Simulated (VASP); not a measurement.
# In3Se (P4/mmm) in VASP: single point with PBE+D3(BJ)

Aim: the single point of In3Se with PBE+D3(BJ).

Everything below comes from runs of VASP 6.6.1. Logs are shortened: lines on timing, memory, paths and dates and some standing lists are left out, and cuts for length are marked.

## (1) The cell of the first run

Symmetry: P4/mmm, No. 123, tetragonal system. The conventional cell has a = 4.525 Å, b = 4.525 Å, c = 4.701 Å, α = 90.00°, β = 90.00°, γ = 90.00°. Within 4.2 Å of In (site symmetry mmm) lie 8 In at 3.20 to 3.26 Å and 4 Se at 3.26 Å. In (site symmetry 4/mmm) has 4 Se at 3.20 Å and 8 In at 3.26 Å within 4.2 Å. Within 4.2 Å of Se (site symmetry 4/mmm) lie 12 In at 3.20 to 3.26 Å.

## (2) Single point, PBE+D3(BJ)

The input, INCAR:

```
SYSTEM = In3Se
ALGO     = Normal         ! electronic algorithm
EDIFF    = 1E-6           ! SCF threshold, eV
ENCUT    = 520            ! plane-wave cutoff, eV
GGA      = PE             ! functional
ISIF     = 2              ! what is computed and relaxed
ISMEAR   = 0              ! smearing method
IVDW     = 12             ! dispersion correction
LASPH    = .True.         ! aspherical terms in the spheres
LCHARG   = .False.        ! write CHGCAR
LREAL    = .False.        ! projectors in reciprocal space
LWAVE    = .False.        ! write WAVECAR
NBANDS   = 30             ! bands
NELM     = 100            ! most SCF steps
PREC     = Accurate       ! precision mode
SIGMA    = 0.15           ! smearing width, eV
```

The input, KPOINTS:

```
k-points
0
Gamma
  8 8 8
  0 0 0
```

The input, POSCAR:

```
In3Se
1.0
    4.5245298958      0.0000000000      0.0000000000
    0.0000000000      4.5245298958      0.0000000000
    0.0000000000      0.0000000000      4.7008102814
In Se
3 1
Direct
    0.0000000000      0.5000000000      0.5000000000
    0.5000000000      0.0000000000      0.5000000000
    0.5000000000      0.5000000000      0.0000000000
    0.0000000000      0.0000000000      0.0000000000
```

Potentials or basis: VASP PAW PBE potentials, release 64 (In_d, Se).

Run with:

```sh
> cat potpaw_PBE.64/In_d/POTCAR potpaw_PBE.64/Se/POTCAR > POTCAR
> mpirun -np 1 vasp_std > vasp.out
```

OUTCAR:

```text
SYSTEM = In3Se
   EDIFF = 1E-6
   ENCUT = 520
   GGA = PE
   ISIF = 2
   ISMEAR = 0
   IVDW = 12
   LASPH = .True.
   LREAL = .False.
   NELM = 100
   PREC = Accurate
 IVDW          = 12

 ion  position               nearest neighbor table
   1  0.000  0.500  0.500-   2 3.20   2 3.20   2 3.20   2 3.20   4 3.26   3 3.26   4 3.26   4 3.26
                             4 3.26   3 3.26   3 3.26   3 3.26
   2  0.500  0.000  0.500-   1 3.20   1 3.20   1 3.20   1 3.20   4 3.26   3 3.26   3 3.26   3 3.26
                             4 3.26   4 3.26   4 3.26   3 3.26
   3  0.500  0.500  0.000-   4 3.20   4 3.20   4 3.20   4 3.20   2 3.26   2 3.26   2 3.26   2 3.26
                             1 3.26   1 3.26   1 3.26   1 3.26
   4  0.000  0.000  0.000-   3 3.20   3 3.20   3 3.20   3 3.20   2 3.26   1 3.26   2 3.26   1 3.26
                             2 3.26   1 3.26   2 3.26   1 3.26

  LATTYP: Found a simple tetragonal cell.
 ALAT       =     4.5245298958
 C/A-ratio  =     1.0389610390

  Lattice vectors:

 A1 = (   4.5245298958,   0.0000000000,   0.0000000000)
 A2 = (   0.0000000000,   4.5245298958,   0.0000000000)
 A3 = (   0.0000000000,   0.0000000000,   4.7008102814)

Analysis of symmetry for initial positions (statically):
=====================================================================
 Subroutine PRICEL returns:
 Original cell was already a primitive cell.

 Routine SETGRP: Setting up the symmetry group for a
 simple tetragonal supercell.

 Subroutine GETGRP returns: Found 16 space group operations
 (whereof 16 operations were pure point group operations)
 out of a pool of 16 trial point group operations.

The static configuration has the point symmetry D_4h.

Analysis of symmetry for dynamics (positions and initial velocities):
=====================================================================
 Subroutine PRICEL returns:
 Original cell was already a primitive cell.

 Routine SETGRP: Setting up the symmetry group for a
 simple tetragonal supercell.

 Subroutine GETGRP returns: Found 16 space group operations
 (whereof 16 operations were pure point group operations)
 out of a pool of 16 trial point group operations.

The dynamic configuration has the point symmetry D_4h.

 Subroutine INISYM returns: Found 16 space group operations
 (whereof 16 operations are pure point group operations),
 and found     1 'primitive' translations

----------------------------------------------------------------------------------------

                                     Primitive cell

  volume of cell :      96.2320

  direct lattice vectors                    reciprocal lattice vectors
     4.524529896  0.000000000  0.000000000     0.221017437  0.000000000  0.000000000
     0.000000000  4.524529896  0.000000000     0.000000000  0.221017437  0.000000000
     0.000000000  0.000000000  4.700810281     0.000000000  0.000000000  0.212729283

  length of vectors
     4.524529896  4.524529896  4.700810281     0.221017437  0.221017437  0.212729283

  position of ions in fractional coordinates (direct lattice)
     0.000000000  0.500000000  0.500000000
     0.500000000  0.000000000  0.500000000
     0.500000000  0.500000000  0.000000000
     0.000000000  0.000000000  0.000000000

  ion indices of the primitive-cell ions
   primitive index   ion index
                 1           1
                 2           2
                 3           3
                 4           4

----------------------------------------------------------------------------------------

 KPOINTS: k-points

Automatic generation of k-mesh.
 Grid dimensions read from file:
 generate k-points for:    8    8    8

 Generating k-lattice:

  Cartesian coordinates                     Fractional coordinates (reciprocal lattice)
     0.027627180  0.000000000  0.000000000     0.125000000  0.000000000  0.000000000
     0.000000000  0.027627180  0.000000000     0.000000000  0.125000000  0.000000000
     0.000000000  0.000000000  0.026591160     0.000000000  0.000000000  0.125000000

  Length of vectors
     0.027627180  0.027627180  0.026591160

  Shift w.r.t. Gamma in fractional coordinates (k-lattice)
     0.000000000  0.000000000  0.000000000

 Subroutine IBZKPT returns following result:
 ===========================================

 Found     75 irreducible k-points:

 Following reciprocal coordinates:
            Coordinates               Weight
  0.000000  0.000000  0.000000      1.000000
  0.125000  0.000000  0.000000      4.000000
  0.250000  0.000000  0.000000      4.000000
  0.375000  0.000000  0.000000      4.000000
  0.500000  0.000000  0.000000      2.000000
  0.125000  0.125000  0.000000      4.000000
[... 16 lines left out ...]
  0.375000  0.125000  0.125000     16.000000
  0.500000  0.125000  0.125000      8.000000
 [... further k-points ...]
   k-points           NKPTS =     75   k-points in BZ     NKDIM =     75   number of bands    NBANDS=     30
   number of dos      NEDOS =    301   number of ions     NIONS =      4
   total plane-waves  NPLWV =  46656
   dimension x,y,z NGX =    36 NGY =   36 NGZ =   36
   dimension x,y,z NGXF=    72 NGYF=   72 NGZF=   72
   ions per type =               3   1
   NGX,Y,Z   is equivalent  to a cutoff of  13.23, 13.23, 12.73 a.u.
   NGXF,Y,Z  is equivalent  to a cutoff of  26.46, 26.46, 25.46 a.u.
 SYSTEM =  In3Se
   PREC   = accura    normal or accurate (medium, high low for compatibility)
   ISTART =      0    job   : 0-new  1-cont  2-samecut
   ICHARG =      2    charge: 1-file 2-atom 10-const
   ISPIN  =      1    spin polarized calculation?
   LNONCOLLINEAR =      F non collinear calculations
   LSORBIT =      F    spin-orbit coupling
   LASPH  =      T    aspherical Exc in radial PAW
   ENCUT  =  520.0 eV  38.22 Ry    6.18 a.u.   8.41  8.41  8.74*2*pi/ulx,y,z
   NELM   =    100;   NELMIN=  2; NELMDL= -5     # of ELM steps
   EDIFF  = 0.1E-05   stopping-criterion for ELM
   LREAL  =      F    real-space projection
   EDIFFG = 0.1E-04   stopping-criterion for IOM
   NSW    =      0    number of steps for IOM
   IBRION =     -1    ionic relax: 0-MD 1-quasi-New 2-CG
   NFREE  =      0    steps in history (QN), initial steepest desc. (CG)
   ISIF   =      2    stress and relaxation
   ISYM   =      2    0-nonsym 1-usesym 2-fastsym
   POTIM  = 0.5000    time-step for ionic-motion
   TEBEG  =    0.0;   TEEND  =   0.0 temperature during run
   PSTRESS=    0.0 pullay stress
   NELECT =      45.0000    total number of electrons
   NUPDOWN=      -1.0000    fix difference up-down
   EMIN   =  10.00;   EMAX   =-10.00  energy-range for DOS
   EFERMI =   0.00;   METHOD = LEGACY
   ISMEAR =     0;   SIGMA  =   0.15  broadening in eV -4-tet -1-fermi 0-gaus
   EFERMI_NEDOS =   21; number of points for ismear=-14 and -15
   IALGO  =     38    algorithm
   IMIX   =      4    mixing-type and parameters
     AMIX     =   0.40;   BMIX     =  1.00
     AMIX_MAG =   1.60;   BMIX_MAG =  1.00
  volume/ion in A,a.u.               =      24.06       162.35
  Fermi-wavevector in a.u.,A,eV,Ry     =   1.270689  2.401253 21.968639  1.614649
  Thomas-Fermi vector in A             =   2.403662
   LORBIT       =      0    0 simple, 1 ext, 2 COOP (PROOUT), +10 PAW based schemes
   GGA     = PE    functional components
   LHFCALC =     F    Hartree Fock is set to
   AEXX    =    0.0000 exact exchange contribution
   IVDW    =    12    specifies the selected vdW correction
   LEPSILON=     F    determine dielectric tensor
   LRPA    =     F    only Hartree local field effects (RPA)
 non-spin polarized calculation
 Gauss-broadening in eV      SIGMA  =   0.15
  energy-cutoff  :      520.00
  volume of cell :       96.23
 maximum number of plane-waves:      2618
 NGX is ok and might be reduce to    36
   NGX = 17   NGY = 17   NGZ = 17

 number of electron      45.0000018 magnetization

 Free energy of the ion-electron system (eV)
  ---------------------------------------------------
  ext. energy  EPLUGINS =         0.00000000
  ---------------------------------------------------
  free energy    TOTEN  =       -11.45619405 eV

  energy without entropy =      -11.43984061  energy(sigma->0) =      -11.44801733

 E-fermi :   7.4847     XC(G=0): -10.4074

 val. band max:        7.4574305980   @ k =   0.3750   0.1250   0.0000
 cond. band min:       7.5157035848   @ k =   0.3750   0.1250   0.2500
 fundamental gap:      0.0582729869
 Fermi energy:         7.4846949777

 k-point     1 :       0.0000    0.0000    0.0000
  band No.  band energies     occupation
      1      -7.4972      2.00000
      2      -7.4756      2.00000
      3      -7.4315      2.00000
      4      -7.4315      2.00000
      5      -7.3028      2.00000
      6      -7.2628      2.00000
[... 22 lines left out ...]
     29      13.1693      0.00000
     30      14.5100      0.00000

 k-point     2 :       0.1250    0.0000    0.0000
  band No.  band energies     occupation
      1      -7.4746      2.00000
      2      -7.4541      2.00000
      3      -7.4269      2.00000
      4      -7.4130      2.00000
      5      -7.2911      2.00000
      6      -7.2572      2.00000
[... 22 lines left out ...]
     29      13.6132      0.00000
     30      14.5780      0.00000

 k-point     3 :       0.2500    0.0000    0.0000
  band No.  band energies     occupation
      1      -7.4153      2.00000
      2      -7.4127      2.00000
      3      -7.3919      2.00000
      4      -7.3598      2.00000
      5      -7.2682      2.00000
      6      -7.2333      2.00000
[... 22 lines left out ...]
     29      14.4086      0.00000
     30      14.7744      0.00000

 k-point     4 :       0.3750    0.0000    0.0000
  band No.  band energies     occupation
      1      -7.4028      2.00000
      2      -7.3310      2.00000
      3      -7.2973      2.00000
      4      -7.2797      2.00000
      5      -7.2505      2.00000
      6      -7.1883      2.00000
[... 22 lines left out ...]
     29      13.9518      0.00000
     30      14.1811      0.00000

 k-point     5 :       0.5000    0.0000    0.0000
  band No.  band energies     occupation
      1      -7.3973      2.00000
      2      -7.2877      2.00000
      3      -7.2258      2.00000
      4      -7.2090      2.00000
      5      -7.2073      2.00000
      6      -7.1607      2.00000
[... 22 lines left out ...]
     29      12.7840      0.00000
     30      13.6817      0.00000
[... 526 lines left out ...]
     29      13.8864      0.00000
     30      14.1616      0.00000

 k-point    22 :       0.2500    0.1250    0.1250
  band No.  band energies     occupation
      1      -7.4163      2.00000
      2      -7.3775      2.00000
      3      -7.3650      2.00000
      4      -7.3370      2.00000
      5      -7.2441      2.00000
      6      -7.2167      2.00000
[... 22 lines left out ...]
     29      12.7593      0.00000
     30      14.6504      0.00000

 k-point    23 :       0.3750    0.1250    0.1250
  band No.  band energies     occupation
      1      -7.3808      2.00000
      2      -7.3336      2.00000
      3      -7.2950      2.00000
      4      -7.2585      2.00000
      5      -7.2361      2.00000
      6      -7.1803      2.00000
[... 22 lines left out ...]
     29      12.0678      0.00000
     30      14.4690      0.00000

 k-point    24 :       0.5000    0.1250    0.1250
  band No.  band energies     occupation
      1      -7.3702      2.00000
      2      -7.2830      2.00000
      3      -7.2619      2.00000
      4      -7.2315      2.00000
      5      -7.2087      2.00000
      6      -7.1801      2.00000
[... 22 lines left out ...]
     29      13.3137      0.00000
     30      13.6519      0.00000

 [... further k-points ...]

------------------------ aborting loop because EDIFF is reached ----------------------------------------

 Edisp (eV)   -1.46947

 E8    (eV) :    -0.7020

  FORCE on cell =-STRESS in cart. coord.  units (eV):
  Direction    XX          YY          ZZ          XY          YZ          ZX
  --------------------------------------------------------------------------------------
  -------------------------------------------------------------------------------------
  Total       2.19279     2.19279     2.26152     0.00000     0.00000     0.00000
  in kB      36.50798    36.50798    37.65222     0.00000     0.00000     0.00000
  external pressure =       36.89 kB  Pullay stress =        0.00 kB

 VOLUME and BASIS-vectors are now :
 -----------------------------------------------------------------------------
  energy-cutoff  :      520.00
  volume of cell :       96.23
      direct lattice vectors                 reciprocal lattice vectors
     4.524529896  0.000000000  0.000000000     0.221017437  0.000000000  0.000000000
     0.000000000  4.524529896  0.000000000     0.000000000  0.221017437  0.000000000
     0.000000000  0.000000000  4.700810281     0.000000000  0.000000000  0.212729283

 POSITION                                       TOTAL-FORCE (eV/Angst)
 -----------------------------------------------------------------------------------
      0.00000      2.26226      2.35041         0.000000      0.000000      0.000000
      2.26226      0.00000      2.35041         0.000000      0.000000      0.000000
      2.26226      2.26226      0.00000         0.000000      0.000000      0.000000
      0.00000      0.00000      0.00000         0.000000      0.000000      0.000000
 -----------------------------------------------------------------------------------
    total drift:                                0.000000      0.000000      0.000000

  FREE ENERGIE OF THE ION-ELECTRON SYSTEM (eV)
  ---------------------------------------------------
  free  energy   TOTEN  =       -12.9256612036 eV

  energy  without entropy=      -12.9093077647  energy(sigma->0) =      -12.91748448
```

Wall time 3.7 min (1 thread of Intel Xeon 8259CL, shared host); peak memory 0.34 GiB.

What came out:

- Free energy: -12.9257 eV
- Pressure: 3.7 GPa
- Band gap on the k mesh: zero (an odd number of electrons rules out a gap without spin polarisation)
- Dispersion energy per atom: -0.367 eV

Levels at points of the mesh, in eV from the Fermi level:
```
           k point  band 19  band 20  band 21  band 22  band 23  band 24  band 25  band 26
(0.00, 0.00, 0.00)    -3.76    -3.76    -2.19    -1.71     1.18     1.26     1.26     4.50
(0.50, 0.00, 0.00)    -2.96    -2.75    -1.52    -0.90    -0.49    -0.07     1.16     4.11
(0.50, 0.50, 0.00)    -6.09    -2.32    -1.23    -0.70    -0.70     1.37     1.59     1.59
(0.00, 0.00, 0.50)    -2.87    -2.87    -1.08    -0.99    -0.25    -0.25     1.38     4.14
(0.50, 0.00, 0.50)    -6.24    -2.22    -0.90    -0.43    -0.30     1.85     1.88     1.96
(0.50, 0.50, 0.50)    -4.86    -4.42    -4.41    -4.41    -3.73     3.15     3.67     3.67
```

Caveat: the cell stands under pressure; spin-orbit coupling is left out, which moves the levels of the heavy elements.
